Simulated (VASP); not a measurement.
# Li27F in VASP: a series of runs

Li27F is run at these levels: LDA; tasks: single point.

Everything below comes from runs of VASP 6.6.1. Logs are shortened: lines on timing, memory, paths and dates and some standing lists are left out, and cuts for length are marked.

### Step 1. The cell of the first run

The cell holds a slab with vacuum, 28 atoms: a = 10.470 Å, b = 10.470 Å, c = 16.490 Å, α = 90.00°, β = 90.00°, γ = 90.00°.

### Step 2. Single point, LDA

File INCAR:

```
PREC = Accurate ; ENCUT = 520
EDIFF = 1E-6 ; ISMEAR = 0
SIGMA = 0.05 ; LREAL = Auto
LASPH = True ; NELM = 80
ALGO = Normal ; ISIF = 2
LWAVE = False ; LCHARG = False
NBANDS = 64
```

File KPOINTS:

```
regular mesh
0
Gamma
  3 3 1
```

File POSCAR:

```
Li27F
1.0
   10.4700000000      0.0000000000      0.0000000000
    0.0000000000     10.4700000000      0.0000000000
    0.0000000000      0.0000000000     16.4900000000
Li F
27 1
Direct
    0.0000000000      0.0000000000      0.0606428138
    0.3333333333      0.0000000000      0.0606428138
    0.6666666667      0.0000000000      0.0606428138
    0.0000000000      0.3333333333      0.0606428138
    0.3333333333      0.3333333333      0.0606428138
    0.6666666667      0.3333333333      0.0606428138
    0.0000000000      0.6666666667      0.0606428138
    0.3333333333      0.6666666667      0.0606428138
    0.6666666667      0.6666666667      0.0606428138
    0.1640665712      0.1616759312      0.1629433596
    0.5025865330      0.1617050621      0.1629380230
    0.8333420248      0.1718506208      0.1598866586
    0.1688047755      0.4990039160      0.1579843542
    0.4978883477      0.4990263610      0.1579926016
    0.8333390640      0.4998688634      0.1616965434
    0.1701945559      0.8344359121      0.1615021831
    0.4964576886      0.8344267431      0.1614965434
    0.8333563515      0.8416718243      0.1760806549
   -0.0113288443     -0.0018063992      0.2671237720
    0.3333425979     -0.0015544413      0.2642425106
    0.6779210124     -0.0017899713      0.2670939357
    0.0044241643      0.3380260745      0.2594071559
    0.3333199618      0.3356844317      0.2611973317
    0.6622532951      0.3380442216      0.2594081868
    0.0130798472      0.6500747851      0.2606332323
    0.3333407832      0.6639736390      0.2613342632
    0.6536462273      0.6501464183      0.2606306246
    0.8332877746      0.9398204394      0.2652403881
```

Potentials or basis: VASP PAW LDA potentials, release 64 (Li_sv, F).

The run is started by

```console
cat potpaw_LDA.64/Li_sv/POTCAR potpaw_LDA.64/F/POTCAR > POTCAR
mpirun -np 1 vasp_std > vasp.out
```

OUTCAR:

```text
PREC = Accurate
   ENCUT = 520
   EDIFF = 1E-6
   ISMEAR = 0
   LREAL = Auto
   LASPH = True
   NELM = 80
   ISIF = 2

 ion  position               nearest neighbor table
   1  0.000  0.000  0.061-
   2  0.333  0.000  0.061-
   3  0.667  0.000  0.061-
   4  0.000  0.333  0.061-
   5  0.333  0.333  0.061-
   6  0.667  0.333  0.061-
[... 9 lines left out ...]
  16  0.170  0.834  0.162-
  17  0.496  0.834  0.161-
  18  0.833  0.842  0.176-  28 1.79
  19  0.989  0.998  0.267-  28 1.74
  20  0.333  0.998  0.264-
  21  0.678  0.998  0.267-  28 1.74
  22  0.004  0.338  0.259-
  23  0.333  0.336  0.261-
  24  0.662  0.338  0.259-
  25  0.013  0.650  0.261-
  26  0.333  0.664  0.261-
  27  0.654  0.650  0.261-
  28  0.833  0.940  0.265-  21 1.74  19 1.74  18 1.79

  LATTYP: Found a simple tetragonal cell.
 ALAT       =    10.4700000000
 C/A-ratio  =     1.5749761223

  Lattice vectors:

 A1 = (  10.4700000000,   0.0000000000,   0.0000000000)
 A2 = (   0.0000000000,  10.4700000000,   0.0000000000)
 A3 = (   0.0000000000,   0.0000000000,  16.4900000000)

Analysis of symmetry for initial positions (statically):
=====================================================================
 Subroutine PRICEL returns:
 Original cell was already a primitive cell.

 Routine SETGRP: Setting up the symmetry group for a
 simple tetragonal supercell.

 Subroutine GETGRP returns: Found  1 space group operations
 (whereof  1 operations were pure point group operations)
 out of a pool of 16 trial point group operations.

The static configuration has the point symmetry C_1 .

Analysis of symmetry for dynamics (positions and initial velocities):
=====================================================================
 Subroutine PRICEL returns:
 Original cell was already a primitive cell.

 Routine SETGRP: Setting up the symmetry group for a
 simple tetragonal supercell.

 Subroutine GETGRP returns: Found  1 space group operations
 (whereof  1 operations were pure point group operations)
 out of a pool of 16 trial point group operations.

The dynamic configuration has the point symmetry C_1 .

 Subroutine INISYM returns: Found  1 space group operations
 (whereof  1 operations are pure point group operations),
 and found     1 'primitive' translations

----------------------------------------------------------------------------------------

                                     Primitive cell

  volume of cell :    1807.6486

  direct lattice vectors                    reciprocal lattice vectors
    10.470000000  0.000000000  0.000000000     0.095510984  0.000000000  0.000000000
     0.000000000 10.470000000  0.000000000     0.000000000  0.095510984  0.000000000
     0.000000000  0.000000000 16.490000000     0.000000000  0.000000000  0.060642814

  length of vectors
    10.470000000 10.470000000 16.490000000     0.095510984  0.095510984  0.060642814

  position of ions in fractional coordinates (direct lattice)
     0.000000000  0.000000000  0.060642814
     0.333333333  0.000000000  0.060642814
     0.666666667  0.000000000  0.060642814
     0.000000000  0.333333333  0.060642814
     0.333333333  0.333333333  0.060642814
     0.666666667  0.333333333  0.060642814
[... 20 lines left out ...]
     0.653646227  0.650146418  0.260630625
     0.833287775  0.939820439  0.265240388

  ion indices of the primitive-cell ions
   primitive index   ion index
                 1           1
                 2           2
                 3           3
                 4           4
                 5           5
                 6           6
[... 20 lines left out ...]
                27          27
                28          28

----------------------------------------------------------------------------------------

 KPOINTS: regular mesh

Automatic generation of k-mesh.
 Grid dimensions read from file:
 generate k-points for:    3    3    1

 Generating k-lattice:

  Cartesian coordinates                     Fractional coordinates (reciprocal lattice)
     0.031836995  0.000000000  0.000000000     0.333333333  0.000000000  0.000000000
     0.000000000  0.031836995  0.000000000     0.000000000  0.333333333  0.000000000
     0.000000000  0.000000000  0.060642814     0.000000000  0.000000000  1.000000000

  Length of vectors
     0.031836995  0.031836995  0.060642814

  Shift w.r.t. Gamma in fractional coordinates (k-lattice)
     0.000000000  0.000000000  0.000000000

 Subroutine IBZKPT returns following result:
 ===========================================

 Found      5 irreducible k-points:

 Following reciprocal coordinates:
            Coordinates               Weight
  0.000000  0.000000  0.000000      1.000000
  0.333333  0.000000  0.000000      2.000000
  0.000000  0.333333  0.000000      2.000000
  0.333333  0.333333  0.000000      2.000000
 -0.333333  0.333333  0.000000      2.000000
   k-points           NKPTS =      5   k-points in BZ     NKDIM =      5   number of bands    NBANDS=     64
[... 36 lines left out ...]
     AMIX     =   0.40;   BMIX     =  1.00
     AMIX_MAG =   1.60;   BMIX_MAG =  1.00
  volume/ion in A,a.u.               =      64.56       435.66
  Fermi-wavevector in a.u.,A,eV,Ry     =   0.597766  1.129614  4.861687  0.357324
  Thomas-Fermi vector in A             =   1.648616
   LORBIT       =      0    0 simple, 1 ext, 2 COOP (PROOUT), +10 PAW based schemes
   GGA     = CA    functional components
   LHFCALC =     F    Hartree Fock is set to
   AEXX    =    0.0000 exact exchange contribution
   IVDW    =     0    specifies the selected vdW correction
   LEPSILON=     F    determine dielectric tensor
   LRPA    =     F    only Hartree local field effects (RPA)
 non-spin polarized calculation
 Gauss-broadening in eV      SIGMA  =   0.05
  energy-cutoff  :      520.00
  volume of cell :     1807.65
 maximum number of plane-waves:     48725
 NGX is ok and might be reduce to    80
   NGX = 39   NGY = 39   NGZ = 61

 number of electron      88.0000032 magnetization

 Free energy of the ion-electron system (eV)
  ---------------------------------------------------
  ext. energy  EPLUGINS =         0.00000000
  ---------------------------------------------------
  free energy    TOTEN  =       -55.84251700 eV

  energy without entropy =      -55.81421296  energy(sigma->0) =      -55.82836498

 E-fermi :  -1.7785     XC(G=0):  -3.2687

 val. band max:       -1.7823200268   @ k =   0.0000   0.0000   0.0000
 cond. band min:      -1.7629146227   @ k =   0.3333   0.3333   0.0000
 fundamental gap:      0.0194054041
 Fermi energy:        -1.7784908731

 k-point     1 :       0.0000    0.0000    0.0000
  band No.  band energies     occupation
      1     -48.2470      2.00000
      2     -48.2465      2.00000
      3     -48.2133      2.00000
      4     -48.2126      2.00000
      5     -48.2058      2.00000
      6     -48.1796      2.00000
[... 48 lines left out ...]
     55      -0.3801      0.00000
     56      -0.3005      0.00000

 k-point     2 :       0.3333    0.0000    0.0000
  band No.  band energies     occupation
      1     -48.2470      2.00000
      2     -48.2465      2.00000
      3     -48.2133      2.00000
      4     -48.2126      2.00000
      5     -48.2058      2.00000
      6     -48.1796      2.00000
[... 48 lines left out ...]
     55      -0.3417      0.00000
     56      -0.3018      0.00000

 k-point     3 :       0.0000    0.3333    0.0000
  band No.  band energies     occupation
      1     -48.2470      2.00000
      2     -48.2465      2.00000
      3     -48.2132      2.00000
      4     -48.2126      2.00000
      5     -48.2058      2.00000
      6     -48.1796      2.00000
[... 48 lines left out ...]
     55      -0.3759      0.00000
     56      -0.2254      0.00000

 k-point     4 :       0.3333    0.3333    0.0000
  band No.  band energies     occupation
      1     -48.2470      2.00000
      2     -48.2465      2.00000
      3     -48.2132      2.00000
      4     -48.2126      2.00000
      5     -48.2058      2.00000
      6     -48.1796      2.00000
[... 48 lines left out ...]
     55      -0.7444      0.00000
     56      -0.4426      0.00000

 k-point     5 :      -0.3333    0.3333    0.0000
  band No.  band energies     occupation
      1     -48.2470      2.00000
      2     -48.2465      2.00000
      3     -48.2132      2.00000
      4     -48.2126      2.00000
      5     -48.2058      2.00000
      6     -48.1796      2.00000
[... 48 lines left out ...]
     55      -0.7444      0.00000
     56      -0.4426      0.00000
 [bands above 56 left out]

------------------------ aborting loop because EDIFF is reached ----------------------------------------

  FORCE on cell =-STRESS in cart. coord.  units (eV):
  Direction    XX          YY          ZZ          XY          YZ          ZX
  --------------------------------------------------------------------------------------
  -------------------------------------------------------------------------------------
  Total       -8.3087386     -8.3443552     -0.3587211     -0.0023498      0.0236599      0.0104161
  in kB       -7.3643032     -7.3958713     -0.3179461     -0.0020827      0.0209706      0.0092321
  external PRESSURE =      -5.0260402 kB  Pullay stress =       0.0000000 kB

 VOLUME and BASIS-vectors are now :
 -----------------------------------------------------------------------------
  energy-cutoff  :      520.00
  volume of cell :     1807.65
      direct lattice vectors                 reciprocal lattice vectors
    10.470000000  0.000000000  0.000000000     0.095510984  0.000000000  0.000000000
     0.000000000 10.470000000  0.000000000     0.000000000  0.095510984  0.000000000
     0.000000000  0.000000000 16.490000000     0.000000000  0.000000000  0.060642814

 POSITION                                       TOTAL-FORCE (eV/Angst)
 -----------------------------------------------------------------------------------
      0.00000      0.00000      1.00000         0.002677     -0.016024     -0.056938
      3.49000      0.00000      1.00000        -0.000440      0.014690     -0.039676
      6.98000      0.00000      1.00000        -0.003162     -0.015992     -0.058385
      0.00000      3.49000      1.00000         0.023305     -0.021050      0.001362
      3.49000      3.49000      1.00000         0.001415     -0.072136      0.001871
      6.98000      3.49000      1.00000        -0.025507     -0.019256      0.004296
[... 20 lines left out ...]
      6.84368      6.80703      4.29780         0.000133      0.000260      0.003021
      8.72452      9.83992      4.37381         0.005515      0.005912      0.003728
 -----------------------------------------------------------------------------------
    total drift:                                0.008517      0.010727     -0.003158

  FREE ENERGIE OF THE ION-ELECTRON SYSTEM (eV)
  ---------------------------------------------------
  free  energy   TOTEN  =       -55.8425170006 eV

  energy  without entropy=      -55.8142129562  energy(sigma->0) =      -55.82836498
```

It took 16 min on 1 thread of Intel Xeon 6975P-C (Granite Rapids), shared host; peak memory 1.1 GiB.

What came out:

| Item | Value |
| --- | --- |
| Free energy | -55.8425 eV |
| Largest force | 0.100 eV/Å |
| Band gap on the k mesh | zero (band 44 reaches -1.76 eV, above the bottom of band 45 at -1.81 eV) |

Forces on the atoms (eV/Å):
```
Li   0.003 -0.016 -0.057
Li   0.000  0.015 -0.040
Li  -0.003 -0.016 -0.058
Li   0.023 -0.021  0.001
Li   0.001 -0.072  0.002
Li  -0.026 -0.019  0.004
Li  -0.017  0.047  0.085
Li   0.001  0.034 -0.048
Li   0.015  0.045  0.088
Li  -0.003  0.001  0.000
Li  -0.002  0.001  0.000
Li   0.000 -0.004  0.002
Li   0.000  0.002  0.002
Li   0.001  0.000  0.000
Li   0.000  0.001  0.002
Li   0.000  0.001 -0.002
Li   0.000  0.001 -0.001
Li   0.000 -0.010 -0.011
Li   0.016  0.005  0.005
Li   0.000  0.001  0.003
Li  -0.017  0.002  0.004
Li   0.000  0.001  0.002
Li   0.002  0.001  0.002
Li  -0.001 -0.001  0.002
Li  -0.002  0.000  0.003
Li   0.001 -0.002  0.002
Li   0.000  0.000  0.003
F    0.006  0.006  0.004
```

Caveat: the cutoff is under 1.25 times the usual one of these potentials, so pressure, stress and relaxed cells hold a basis-set (Pulay) error.

### Step 3. Single point, LDA

File INCAR:

```
SYSTEM = Li27F
PREC     = Accurate       ! precision mode
ENCUT    = 520            ! plane-wave cutoff, eV
EDIFF    = 1E-7           ! SCF threshold, eV
ISMEAR   = 0              ! smearing method
SIGMA    = 0.05           ! smearing width, eV
LREAL    = Auto         
LASPH    = .TRUE.         ! aspherical terms in the spheres
NELM     = 80             ! most SCF steps
ALGO     = Normal         ! electronic algorithm
ISIF     = 2              ! what is computed and relaxed
LWAVE    = .FALSE.        ! write WAVECAR
LCHARG   = .FALSE.        ! write CHGCAR
NBANDS   = 64             ! bands
```

File KPOINTS:

```
regular mesh
0
G
  3 3 1
  0 0 0
```

File POSCAR:

```
Li27F
1.0
   10.4700000000      0.0000000000      0.0000000000
    0.0000000000     10.4700000000      0.0000000000
    0.0000000000      0.0000000000     16.4900000000
Li F
27 1
Direct
    0.0000000000      0.0000000000      0.0606428138
    0.3333333333      0.0000000000      0.0606428138
    0.6666666667      0.0000000000      0.0606428138
    0.0000000000      0.3333333333      0.0606428138
    0.3333333333      0.3333333333      0.0606428138
    0.6666666667      0.3333333333      0.0606428138
    0.0000000000      0.6666666667      0.0606428138
    0.3333333333      0.6666666667      0.0606428138
    0.6666666667      0.6666666667      0.0606428138
    0.1657813754      0.1623280802      0.1626866586
    0.5009231137      0.1623207259      0.1626962401
    0.8333561605      0.1608632283      0.1650167981
    0.1695487106      0.4988560649      0.1579269861
    0.4971206304      0.4988581662      0.1579256519
    0.8333434575      0.4998950334      0.1620976349
    0.1703169054      0.8343577841      0.1615875682
    0.4963866285      0.8343580707      0.1615996968
    0.8333232092      0.8449284623      0.1764848393
   -0.0052234002     -0.0027375358      0.2672812614
    0.3333317096     -0.0016728749      0.2645982414
    0.6718694365     -0.0027950334      0.2672419648
    0.0057914040      0.3387509074      0.2591497271
    0.3333297994      0.3354699140      0.2618504548
    0.6608900669      0.3387531996      0.2591433596
    0.0134186246      0.6503143266      0.2603439054
    0.3333356256      0.6643439351      0.2620427532
    0.6532705826      0.6503271251      0.2603368102
    0.8332288443      0.9608230181      0.2578460885
```

Potentials or basis: VASP PAW LDA potentials, release 64 (Li_sv, F).

The run is started by

```console
cat potpaw_LDA.64/Li_sv/POTCAR potpaw_LDA.64/F/POTCAR > POTCAR
mpirun -np 1 vasp_std > vasp.out
```

Wall time 34 min (1 thread of Intel Xeon 6975P-C, shared host); peak memory 1.1 GiB.

The run converged. Its results:

* Free energy: -55.8561 eV
* Largest force: 0.108 eV/Å
* Band gap on the k mesh: zero (band 44 reaches -1.76 eV, above the bottom of band 45 at -1.81 eV)

Forces on the atoms (eV/Å):
```
Li   0.026 -0.018 -0.084
Li  -0.001  0.007 -0.046
Li  -0.027 -0.018 -0.085
Li  -0.004 -0.052  0.045
Li   0.001 -0.074 -0.021
Li   0.002 -0.050  0.048
Li  -0.019  0.055  0.090
Li   0.001  0.042 -0.055
Li   0.017  0.053  0.093
Li   0.006  0.003 -0.004
Li  -0.009  0.004 -0.004
Li   0.000 -0.037  0.032
Li   0.002  0.001  0.001
Li  -0.001 -0.002  0.000
Li   0.000 -0.001  0.001
Li   0.002  0.001 -0.001
Li  -0.001  0.000 -0.001
Li   0.001 -0.005 -0.015
Li   0.034  0.003  0.008
Li   0.000  0.002  0.004
Li  -0.040  0.007  0.007
Li   0.004  0.003  0.002
Li   0.001 -0.001  0.006
Li  -0.004  0.003  0.001
Li  -0.002  0.003  0.004
Li   0.000 -0.002  0.007
Li  -0.002  0.002  0.001
F    0.014  0.074 -0.036
```

Levels at points of the mesh, in eV from the Fermi level:
| k point | band 42 | band 43 | band 44 | band 45 | band 46 | band 47 |
| --- | --- | --- | --- | --- | --- | --- |
| (0.00, 0.00, 0.00) | -0.30 | -0.29 | -0.20 | -0.02 | 0.37 | 0.79 |

Caveat: the cutoff is under 1.25 times the usual one of these potentials, so pressure, stress and relaxed cells hold a basis-set (Pulay) error.

### Step 4. Single point, LDA

File INCAR:

```
PREC = Accurate ; ENCUT = 520
EDIFF = 1E-7 ; ISMEAR = 0
SIGMA = 0.05 ; LREAL = Auto
LASPH = True ; NELM = 80
ALGO = Normal ; ISIF = 2
LWAVE = False ; LCHARG = True
GGA = CA ; LELF = True
LVHAR = True ; NBANDS = 64
```

File KPOINTS:

```
Automatic mesh
0
Gamma
  3 3 1
```

File POSCAR:

```
Li27F
1.0
   10.4700000000      0.0000000000      0.0000000000
    0.0000000000     10.4700000000      0.0000000000
    0.0000000000      0.0000000000     16.4900000000
Li F
27 1
Direct
    0.0000000000      0.0000000000      0.0606428138
    0.3333333333      0.0000000000      0.0606428138
    0.6666666667      0.0000000000      0.0606428138
    0.0000000000      0.3333333333      0.0606428138
    0.3333333333      0.3333333333      0.0606428138
    0.6666666667      0.3333333333      0.0606428138
    0.0000000000      0.6666666667      0.0606428138
    0.3333333333      0.6666666667      0.0606428138
    0.6666666667      0.6666666667      0.0606428138
    0.1672037249      0.1626656160      0.1625425713
    0.4994978988      0.1626601719      0.1625499697
    0.8333585482      0.1473959885      0.1715054579
    0.1700236867      0.4987713467      0.1579517890
    0.4966487106      0.4987762178      0.1579492420
    0.8333428844      0.5001232092      0.1622652517
    0.1701436485      0.8343637058      0.1617502729
    0.4965480420      0.8343617956      0.1617554882
    0.8333165234      0.8470476600      0.1762863554
   -0.0019608405     -0.0038785100      0.2671627653
    0.3333377268     -0.0016603629      0.2648671922
    0.6686114613     -0.0039522445      0.2671362644
    0.0065574021      0.3391454632      0.2588537295
    0.3333367717      0.3351682904      0.2623114008
    0.6601240688      0.3391370583      0.2588463918
    0.0130344795      0.6510970392      0.2602259551
    0.3333368672      0.6644872970      0.2624921771
    0.6536481375      0.6510974212      0.2602222559
    0.8332151862      0.9803906399      0.2498301395
```

The run is started by

```console
cat potpaw_LDA.64/Li_sv/POTCAR potpaw_LDA.64/F/POTCAR > POTCAR
mpirun -np 1 vasp_std > vasp.out
```

Run time: 76 min. Hardware: 1 thread of AMD EPYC 7R13 (Zen 3), shared host; peak memory 1.1 GiB.

It converged, with:

```yaml
Free_energy: -55.9173 eV
Largest_force: 0.220 eV/Å
Band_gap_on_the_k_mesh: zero (band 44 reaches -1.76 eV, above the bottom of band 45 at -1.81 eV)
```

Forces on the atoms (eV/Å):
```
Li   0.047 -0.020 -0.105
Li   0.000  0.002 -0.048
Li  -0.047 -0.020 -0.107
Li  -0.028 -0.076  0.082
Li   0.002 -0.075 -0.036
Li   0.027 -0.074  0.085
Li  -0.024  0.060  0.091
Li   0.002  0.046 -0.054
Li   0.023  0.058  0.094
Li   0.015  0.003 -0.005
Li  -0.019  0.004 -0.003
Li   0.000 -0.123  0.099
Li   0.006  0.001  0.002
Li  -0.005 -0.002 -0.001
Li   0.001  0.000  0.000
Li   0.000  0.001  0.000
Li   0.002  0.000  0.001
Li   0.000  0.012 -0.013
Li   0.046 -0.004  0.004
Li   0.002  0.001  0.007
Li  -0.057  0.001  0.009
Li   0.006  0.004 -0.002
Li   0.002 -0.003  0.010
Li  -0.007  0.004 -0.002
Li  -0.003  0.008  0.004
Li   0.001  0.000  0.010
Li   0.004  0.009  0.001
F    0.006  0.183 -0.122
```

Levels at points of the mesh, in eV from the Fermi level:
| k point | band 42 | band 43 | band 44 | band 45 | band 46 | band 47 |
| --- | --- | --- | --- | --- | --- | --- |
| (0.00, 0.00, 0.00) | -0.30 | -0.29 | -0.19 | -0.03 | 0.36 | 0.79 |

Caveat: the cutoff is under 1.25 times the usual one of these potentials, so pressure, stress and relaxed cells hold a basis-set (Pulay) error.
